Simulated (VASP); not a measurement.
# Fe2Cl (P4_2/nmc) in VASP: single point with PBE

Aim: the single point of Fe2Cl with PBE.

Everything below comes from runs of VASP 6.6.1. Logs are shortened: lines on timing, memory, paths and dates and some standing lists are left out, and cuts for length are marked.

## Step 1: The cell of the first run

Symmetry: P4_2/nmc, No. 137, tetragonal system. Conventional cell: a = 4.103 Å, b = 4.103 Å, c = 5.243 Å, α = 90.00°, β = 90.00°, γ = 90.00°. Fe (site symmetry 2mm) has 4 Cl at 2.22 to 2.70 Å and 2 Fe at 2.62 Å within 2.9 Å. Cl (site symmetry -4m2) has 8 Fe at 2.22 to 2.70 Å within 2.9 Å.

## Step 2: Single point, PBE, collinear spin, ferromagnetic start

Input file INCAR:

```
SYSTEM = Fe2Cl
PREC = Accurate
ENCUT = 690
EDIFF = 1E-6
ISMEAR = 0
SIGMA = 0.1
LREAL = .False.
LASPH = .True.
NELM = 200
ALGO = Normal
ISIF = 2
LWAVE = .False.
LCHARG = .True.
ISPIN = 2
MAGMOM = 3.09 3.09 3.09 3.09 0 0
LORBIT = 11
LMAXMIX = 4
GGA = PE
LELF = .True.
LVHAR = .True.
NBANDS = 52
GGA_COMPAT = .False.
```

Input file KPOINTS:

```
Automatic mesh
0
Gamma
  4 4 4
  0 0 0
```

Input file POSCAR:

```
Fe2Cl
1.0
    4.1031445397      0.0000000000      0.0000000000
    0.0000000000      4.1031445397      0.0000000000
    0.0000000000      0.0000000000      5.2434447106
Fe Cl
4 2
Direct
    0.0000000000      0.5000000000      0.1639155135
    0.0000000000      0.5000000000      0.6639155135
    0.5000000000      0.0000000000      0.3360844865
    0.5000000000      0.0000000000      0.8360844865
    0.0000000000      0.0000000000      0.0000000000
    0.5000000000      0.5000000000      0.5000000000
```

Potentials or basis: VASP PAW PBE potentials, release 64 (Fe_sv, Cl).

Run with:

```bash
cat potpaw_PBE.64/Fe_sv/POTCAR potpaw_PBE.64/Cl/POTCAR > POTCAR
mpirun -np 1 vasp_std > vasp.out
```

OUTCAR:

```text
SYSTEM = Fe2Cl
   PREC = Accurate
   ENCUT = 690
   EDIFF = 1E-6
   ISMEAR = 0
   LREAL = .False.
   LASPH = .True.
   NELM = 200
   ISIF = 2
   ISPIN = 2
   LORBIT = 11
   GGA = PE

 ion  position               nearest neighbor table
   1  0.000  0.500  0.164-   5 2.22   5 2.22
   2  0.000  0.500  0.664-   6 2.22   6 2.22
   3  0.500  0.000  0.336-   6 2.22   6 2.22
   4  0.500  0.000  0.836-   5 2.22   5 2.22
   5  0.000  0.000  0.000-   1 2.22   4 2.22   1 2.22   4 2.22
   6  0.500  0.500  0.500-   2 2.22   3 2.22   3 2.22   2 2.22

  LATTYP: Found a simple tetragonal cell.
 ALAT       =     4.1031445397
 C/A-ratio  =     1.2779088477

  Lattice vectors:

 A1 = (   4.1031445397,   0.0000000000,   0.0000000000)
 A2 = (   0.0000000000,   4.1031445397,   0.0000000000)
 A3 = (   0.0000000000,   0.0000000000,   5.2434447106)

Analysis of symmetry for initial positions (statically):
=====================================================================
 Subroutine PRICEL returns:
 Original cell was already a primitive cell.

 Routine SETGRP: Setting up the symmetry group for a
 simple tetragonal supercell.

 Subroutine GETGRP returns: Found 16 space group operations
 (whereof  8 operations were pure point group operations)
 out of a pool of 16 trial point group operations.

The static configuration has the point symmetry D_2d.
 The point group associated with its full space group is D_4h.

Analysis of symmetry for dynamics (positions and initial velocities):
=====================================================================
 Subroutine PRICEL returns:
 Original cell was already a primitive cell.

 Routine SETGRP: Setting up the symmetry group for a
 simple tetragonal supercell.

 Subroutine GETGRP returns: Found 16 space group operations
 (whereof  8 operations were pure point group operations)
 out of a pool of 16 trial point group operations.

The dynamic configuration has the point symmetry D_2d.
 The point group associated with its full space group is D_4h.

Analysis of structural, dynamic, and magnetic symmetry:
=====================================================================
 Subroutine PRICEL returns:
 Original cell was already a primitive cell.

 Routine SETGRP: Setting up the symmetry group for a
 simple tetragonal supercell.

 Subroutine GETGRP returns: Found 16 space group operations
 (whereof  8 operations were pure point group operations)
 out of a pool of 16 trial point group operations.

The overall configuration has the point symmetry D_2d.
 The point group associated with its full space group is D_4h.

 Subroutine INISYM returns: Found 16 space group operations
 (whereof  8 operations are pure point group operations),
 and found     1 'primitive' translations

----------------------------------------------------------------------------------------

                                     Primitive cell

  volume of cell :      88.2776

  direct lattice vectors                    reciprocal lattice vectors
     4.103144540  0.000000000  0.000000000     0.243715519  0.000000000  0.000000000
     0.000000000  4.103144540  0.000000000     0.000000000  0.243715519  0.000000000
     0.000000000  0.000000000  5.243444711     0.000000000  0.000000000  0.190714321

  length of vectors
     4.103144540  4.103144540  5.243444711     0.243715519  0.243715519  0.190714321

  position of ions in fractional coordinates (direct lattice)
     0.000000000  0.500000000  0.163915514
     0.000000000  0.500000000  0.663915514
     0.500000000  0.000000000  0.336084486
     0.500000000  0.000000000  0.836084486
     0.000000000  0.000000000  0.000000000
     0.500000000  0.500000000  0.500000000

  ion indices of the primitive-cell ions
   primitive index   ion index
                 1           1
                 2           2
                 3           3
                 4           4
                 5           5
                 6           6

----------------------------------------------------------------------------------------

 KPOINTS: Automatic mesh

Automatic generation of k-mesh.
 Grid dimensions read from file:
 generate k-points for:    4    4    4

 Generating k-lattice:

  Cartesian coordinates                     Fractional coordinates (reciprocal lattice)
     0.060928880  0.000000000  0.000000000     0.250000000  0.000000000  0.000000000
     0.000000000  0.060928880  0.000000000     0.000000000  0.250000000  0.000000000
     0.000000000  0.000000000  0.047678580     0.000000000  0.000000000  0.250000000

  Length of vectors
     0.060928880  0.060928880  0.047678580

  Shift w.r.t. Gamma in fractional coordinates (k-lattice)
     0.000000000  0.000000000  0.000000000

 Subroutine IBZKPT returns following result:
 ===========================================

 Found     18 irreducible k-points:

 Following reciprocal coordinates:
            Coordinates               Weight
  0.000000  0.000000  0.000000      1.000000
  0.250000  0.000000  0.000000      4.000000
  0.500000  0.000000  0.000000      2.000000
  0.250000  0.250000  0.000000      4.000000
  0.500000  0.250000  0.000000      4.000000
  0.500000  0.500000  0.000000      1.000000
[... 10 lines left out ...]
  0.500000  0.250000  0.500000      4.000000
  0.500000  0.500000  0.500000      1.000000
   k-points           NKPTS =     18   k-points in BZ     NKDIM =     18   number of bands    NBANDS=     52
   number of dos      NEDOS =    301   number of ions     NIONS =      6
   total plane-waves  NPLWV =  62208
   dimension x,y,z NGX =    36 NGY =   36 NGZ =   48
   dimension x,y,z NGXF=    72 NGYF=   72 NGZF=   96
   ions per type =               4   2
   NGX,Y,Z   is equivalent  to a cutoff of  14.59, 14.59, 15.22 a.u.
   NGXF,Y,Z  is equivalent  to a cutoff of  29.17, 29.17, 30.44 a.u.
 SYSTEM =  Fe2Cl
   PREC   = accura    normal or accurate (medium, high low for compatibility)
   ISTART =      0    job   : 0-new  1-cont  2-samecut
   ICHARG =      2    charge: 1-file 2-atom 10-const
   ISPIN  =      2    spin polarized calculation?
   LNONCOLLINEAR =      F non collinear calculations
   LSORBIT =      F    spin-orbit coupling
   LASPH  =      T    aspherical Exc in radial PAW
   ENCUT  =  690.0 eV  50.71 Ry    7.12 a.u.   8.79  8.79 11.23*2*pi/ulx,y,z
   NELM   =    200;   NELMIN=  2; NELMDL= -5     # of ELM steps
   EDIFF  = 0.1E-05   stopping-criterion for ELM
   LREAL  =      F    real-space projection
   EDIFFG = 0.1E-04   stopping-criterion for IOM
   NSW    =      0    number of steps for IOM
   IBRION =     -1    ionic relax: 0-MD 1-quasi-New 2-CG
   NFREE  =      0    steps in history (QN), initial steepest desc. (CG)
   ISIF   =      2    stress and relaxation
   ISYM   =      2    0-nonsym 1-usesym 2-fastsym
   POTIM  = 0.5000    time-step for ionic-motion
   TEBEG  =    0.0;   TEEND  =   0.0 temperature during run
   PSTRESS=    0.0 pullay stress
   NELECT =      78.0000    total number of electrons
   NUPDOWN=      -1.0000    fix difference up-down
   EMIN   =  10.00;   EMAX   =-10.00  energy-range for DOS
   EFERMI =   0.00;   METHOD = LEGACY
   ISMEAR =     0;   SIGMA  =   0.10  broadening in eV -4-tet -1-fermi 0-gaus
   EFERMI_NEDOS =   21; number of points for ismear=-14 and -15
   IALGO  =     38    algorithm
   IMIX   =      4    mixing-type and parameters
     AMIX     =   0.40;   BMIX     =  1.00
     AMIX_MAG =   1.60;   BMIX_MAG =  1.00
  volume/ion in A,a.u.               =      14.71        99.29
  Fermi-wavevector in a.u.,A,eV,Ry     =   1.570928  2.968623 33.576655  2.467815
  Thomas-Fermi vector in A             =   2.672588
   LORBIT       =     11    0 simple, 1 ext, 2 COOP (PROOUT), +10 PAW based schemes
   GGA     = PE    functional components
   LHFCALC =     F    Hartree Fock is set to
   AEXX    =    0.0000 exact exchange contribution
   IVDW    =     0    specifies the selected vdW correction
   LEPSILON=     F    determine dielectric tensor
   LRPA    =     F    only Hartree local field effects (RPA)
 spin polarized calculation
 Gauss-broadening in eV      SIGMA  =   0.10
  energy-cutoff  :      690.00
  volume of cell :       88.28
 maximum number of plane-waves:      3696
 NGX is ok and might be reduce to    36
   NGX = 17   NGY = 17   NGZ = 23

 number of electron      77.9999916 magnetization      10.2712925

 Free energy of the ion-electron system (eV)
  ---------------------------------------------------
  ext. energy  EPLUGINS =         0.00000000
  ---------------------------------------------------
  free energy    TOTEN  =       -32.19034599 eV

  energy without entropy =      -32.16395661  energy(sigma->0) =      -32.17715130

 E-fermi :   9.6978     XC(G=0): -11.7058

 val. band max:        9.6651269971   @ k =   0.5000   0.0000   0.2500
 cond. band min:       9.6996802945   @ k =   0.5000   0.2500   0.5000
 fundamental gap:      0.0345532975
 Fermi energy:         9.6977875785

 spin component 1

 k-point     1 :       0.0000    0.0000    0.0000
  band No.  band energies     occupation
      1     -78.6986      1.00000
      2     -78.6940      1.00000
      3     -78.6826      1.00000
      4     -78.6796      1.00000
      5     -44.8945      1.00000
      6     -44.8904      1.00000
[... 43 lines left out ...]
     50      14.1546      0.00000
     51      16.1098      0.00000

 k-point     2 :       0.2500    0.0000    0.0000
  band No.  band energies     occupation
      1     -78.6979      1.00000
      2     -78.6946      1.00000
      3     -78.6822      1.00000
      4     -78.6801      1.00000
      5     -44.8944      1.00000
      6     -44.8913      1.00000
[... 856 lines left out ...]
 k-point    18 :       0.5000    0.5000    0.5000
  band No.  band energies     occupation
      1     -78.6887      1.00000
      2     -78.6887      1.00000
      3     -78.6887      1.00000
      4     -78.6887      1.00000
      5     -44.8249      1.00000
      6     -44.8249      1.00000
[... 43 lines left out ...]
     50      13.7042      0.00000
     51      15.3846      0.00000
 Fermi energy:         9.6977875785

 spin component 2

 k-point     1 :       0.0000    0.0000    0.0000
  band No.  band energies     occupation
      1     -75.7205      1.00000
      2     -75.7151      1.00000
      3     -75.7026      1.00000
      4     -75.6991      1.00000
      5     -41.9582      1.00000
      6     -41.9567      1.00000
[... 43 lines left out ...]
     50      14.6543      0.00000
     51      16.7513      0.00000

 k-point     2 :       0.2500    0.0000    0.0000
  band No.  band energies     occupation
      1     -75.7197      1.00000
      2     -75.7159      1.00000
      3     -75.7020      1.00000
      4     -75.6996      1.00000
      5     -41.9617      1.00000
      6     -41.9552      1.00000
[... 856 lines left out ...]
 k-point    18 :       0.5000    0.5000    0.5000
  band No.  band energies     occupation
      1     -75.7093      1.00000
      2     -75.7093      1.00000
      3     -75.7093      1.00000
      4     -75.7093      1.00000
      5     -41.9523      1.00000
      6     -41.9523      1.00000
[... 43 lines left out ...]
     50      14.5685      0.00000
     51      15.8451      0.00000
 [bands above 51 left out]

------------------------ aborting loop because EDIFF is reached ----------------------------------------

  FORCE on cell =-STRESS in cart. coord.  units (eV):
  Direction    XX          YY          ZZ          XY          YZ          ZX
  --------------------------------------------------------------------------------------
  -------------------------------------------------------------------------------------
  Total       -0.0059087     -0.0059087     -0.1613029      0.0000000     -0.0000000      0.0000000
  in kB       -0.1072387     -0.1072387     -2.9275365      0.0000000     -0.0000000      0.0000000
  external PRESSURE =      -1.0473380 kB  Pullay stress =       0.0000000 kB

 VOLUME and BASIS-vectors are now :
 -----------------------------------------------------------------------------
  energy-cutoff  :      690.00
  volume of cell :       88.28
      direct lattice vectors                 reciprocal lattice vectors
     4.103144540  0.000000000  0.000000000     0.243715519  0.000000000  0.000000000
     0.000000000  4.103144540  0.000000000     0.000000000  0.243715519  0.000000000
     0.000000000  0.000000000  5.243444711     0.000000000  0.000000000  0.190714321

 POSITION                                       TOTAL-FORCE (eV/Angst)
 -----------------------------------------------------------------------------------
      0.00000      2.05157      0.85948         0.000000     -0.000000     -0.033367
      0.00000      2.05157      3.48120         0.000000      0.000000     -0.033367
      2.05157      0.00000      1.76224         0.000000      0.000000      0.033367
      2.05157      0.00000      4.38396         0.000000      0.000000      0.033367
      0.00000      0.00000      0.00000         0.000000     -0.000000     -0.000000
      2.05157      2.05157      2.62172         0.000000      0.000000     -0.000000
 -----------------------------------------------------------------------------------
    total drift:                                0.000000      0.000000      0.000000

  FREE ENERGIE OF THE ION-ELECTRON SYSTEM (eV)
  ---------------------------------------------------
  free  energy   TOTEN  =       -32.1903459902 eV

  energy  without entropy=      -32.1639566061  energy(sigma->0) =      -32.17715130

 total charge

# of ion       s       p       d       tot
------------------------------------------
    1        2.120   5.990   5.701  13.811
    2        2.120   5.990   5.701  13.811
    3        2.120   5.990   5.701  13.811
    4        2.120   5.990   5.701  13.811
    5        1.595   3.448   0.000   5.044
    6        1.595   3.448   0.000   5.044
--------------------------------------------------
tot         11.671  30.857  22.804  65.332

 magnetization (x)

# of ion       s       p       d       tot
------------------------------------------
    1        0.002   0.001   2.519   2.523
    2        0.002   0.001   2.519   2.523
    3        0.002   0.001   2.519   2.523
    4        0.002   0.001   2.519   2.523
    5        0.009   0.069   0.000   0.078
    6        0.009   0.069   0.000   0.078
--------------------------------------------------
tot          0.029   0.141  10.078  10.247
```

Wall time 3.6 min (1 thread of Intel Xeon Platinum 8488C (Sapphire Rapids), shared host); peak memory 0.37 GiB.

What came out:

```yaml
Free_energy: -32.1903 eV
Pressure: -0.1 GPa
Largest_force: 0.033 eV/Å
Net_moment: 10.27 μB per cell
Site_moments: Fe +2.52; Cl +0.08 μB
Valence_electrons_inside_the_program's_atomic_spheres: Fe 13.81; Cl 5.04
```

Forces on the atoms (eV/Å):
```
Fe   0.000  0.000 -0.033
Fe   0.000  0.000 -0.033
Fe   0.000  0.000  0.033
Fe   0.000  0.000  0.033
Cl   0.000  0.000  0.000
Cl   0.000  0.000  0.000
```

Levels at points of the mesh, in eV from the Fermi level:
Spin up:
```csv
k point,band 40,band 41,band 42,band 43,band 44,band 45,band 46,band 47,band 48,band 49
"(0.00, 0.00, 0.00)",-1.05,-1.05,-0.93,-0.78,-0.58,-0.48,1.47,2.17,3.90,4.46
"(0.50, 0.00, 0.00)",-1.64,-1.05,-1.05,-0.72,-0.72,1.30,1.30,2.95,2.95,4.50
"(0.50, 0.50, 0.00)",-1.67,-1.37,-1.37,-0.78,-0.78,1.13,1.13,2.96,2.96,4.83
"(0.00, 0.00, 0.50)",-1.58,-1.02,-1.02,-0.99,-0.99,0.62,0.62,2.73,2.73,4.65
"(0.50, 0.00, 0.50)",-1.90,-0.94,-0.94,-0.89,-0.89,0.38,0.38,3.62,3.62,4.54
"(0.50, 0.50, 0.50)",-2.10,-1.31,-1.31,-1.31,-1.31,2.72,2.72,4.01,4.01,4.01
```
Spin down:
| k point | band 31 | band 32 | band 33 | band 34 | band 35 | band 36 | band 37 | band 38 |
| --- | --- | --- | --- | --- | --- | --- | --- | --- |
| (0.00, 0.00, 0.00) | -0.67 | -0.40 | 0.06 | 0.39 | 0.72 | 0.72 | 0.82 | 0.82 |
| (0.50, 0.00, 0.00) | -0.31 | -0.31 | 0.01 | 0.01 | 0.69 | 0.69 | 0.85 | 0.85 |
| (0.50, 0.50, 0.00) | -0.56 | -0.56 | -0.36 | -0.36 | 0.38 | 0.38 | 0.63 | 0.63 |
| (0.00, 0.00, 0.50) | -0.24 | -0.24 | -0.10 | -0.10 | 0.04 | 0.04 | 0.87 | 0.87 |
| (0.50, 0.00, 0.50) | -0.66 | -0.66 | -0.26 | -0.26 | -0.07 | -0.07 | 0.48 | 0.48 |
| (0.50, 0.50, 0.50) | -0.51 | -0.51 | -0.21 | -0.21 | -0.21 | -0.21 | -0.03 | -0.03 |

Caveat: the k points lie up to 0.38 Å⁻¹ apart; the run started ferromagnetic, and an antiferromagnetic order may lie lower in energy.
